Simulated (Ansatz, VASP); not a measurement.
**Os: VASP beside Ansatz**

INCAR

```
  PREC = Accurate
  ENCUT = 520
  EDIFF = 1E-6
  ISMEAR = 0
  SIGMA = 0.15
  LREAL = F
  LASPH = T
  NELM = 80
  ALGO = Fast
  ISIF = 2
  LWAVE = F
  LCHARG = F
  GGA = PS
  NBANDS = 10
```

File KPOINTS:

```
regular mesh
0
Gamma
  20 20 20
```

File POSCAR:

```
Os
1.0
    0.0000000000      1.8866500000      1.8866500000
    1.8866500000      0.0000000000      1.8866500000
    1.8866500000      1.8866500000      0.0000000000
Os
1
Direct
    0.0000000000      0.0000000000      0.0000000000
```

Input for Ansatz:

```yaml
crystal:
  lattice:
    - [0.0, 1.88665, 1.88665]
    - [1.88665, 0.0, 1.88665]
    - [1.88665, 1.88665, 0.0]
  atoms:
    - { symbol: Os, position: [0.0, 0.0, 0.0] }
basis:
  ecutwfc: 420
kpoints:
  mp_grid: { grid: [20, 20, 20] }
hamiltonian:
  xc: pbesol
scf:
  occupations: { method: gaussian, width: 0.15 }
output:
  forces: true
  stress: true
  eigenvalues: true
```

Change from the starting cell: strain -0.030 along x and y, -0.030 along z, atoms carried along.

Alike in both runs: task single point; functional PBEsol; k mesh 20 × 20 × 20; occupations gaussian, width 0.15 eV; no spin polarisation.

```csv
,VASP,Ansatz
version,VASP 6.6.1,Ansatz 0.2.0
potentials or method,"VASP PAW PBE potentials, release 64 (Os), cutoff 520 eV","scalar-relativistic, plane waves, PAW"
valence electrons in the cell,8,16
```

Ansatz gave:

- gap on the k mesh at the Fermi level (eV): none
- pressure (GPa): 17.4

**Question.** Which values does VASP return?

**Answer.** gap on the k mesh at the Fermi level (eV): none; pressure (GPa): 18.5.

VASP's potentials were made for PBE, not for PBEsol. A gap of «none» marks a metal or a gap that the smearing closes. VASP's potentials hold 8 valence electrons a cell and Ansatz's 16, so a difference there can come from the potentials and not from the codes.

Spin-orbit coupling is off throughout.
